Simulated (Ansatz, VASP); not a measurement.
# Ge in VASP and in Ansatz

```
Ge
1.0
     0.00000    2.83601    2.83601
     2.83601    0.00000    2.83601
     2.83601    2.83601    0.00000
Ge
2
Cartesian
  2.8360 2.8360 2.8360
  4.2540 4.2540 4.2540
```

Alike in both runs: task single point; functional r2SCAN; k mesh 10 × 10 × 10; occupations methfessel-paxton of order 1, width 0.03 eV; no spin polarisation.

```csv
,VASP,Ansatz
version,VASP 6.6.1,Ansatz 0.2.0
potentials or method,"VASP PAW PBE potentials, release 64 (Ge_d), cutoff 520 eV","plane waves (500 eV) with PAW, scalar-relativistic"
valence electrons in the cell,28,28
```

|  | VASP | Ansatz | Ansatz less VASP |
| --- | --- | --- | --- |
| pressure (GPa) | 0.1 | 0.1 | -0.05 |

VASP's potentials were made for PBE, not for r2SCAN. With one functional, cell and mesh, what is left measures potentials, basis and numerics.
